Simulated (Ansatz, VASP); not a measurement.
## One calculation of Pb, two programs

```xyz
2
Lattice="3.5139 0.0000 0.0000 -1.7570 3.0431 0.0000 0.0000 0.0000 5.7970" Properties=species:S:1:pos:R:3 pbc="T T T"
Pb    0.0000    2.0288    1.4492
Pb    1.7570    1.0144    4.3477
```

Alike in both runs: functional r2SCAN; k mesh 15 × 15 × 8; occupations gaussian, width 0.1 eV; no spin polarisation.

Ansatz relaxed the structure, and its values are those at the end. VASP's run is a single point on that final structure, the one shown.

```csv
,VASP,Ansatz
version,VASP 6.6.1,Ansatz 0.2.0
potentials or method,"VASP PAW PBE potentials, release 64 (Pb_d), cutoff 520 eV","scalar-relativistic, plane waves, PAW"
valence electrons in the cell,28,28
```

|  | VASP | Ansatz | Ansatz less VASP |
| --- | --- | --- | --- |
| gap on the k mesh at the Fermi level (eV) | none | none | - |
| pressure (GPa) | 0.0 | 0.0 | +0.01 |

VASP's potentials were made for PBE, not for r2SCAN. A gap of «none» marks a metal or a gap that the smearing closes.

Neither program's run includes spin-orbit coupling.
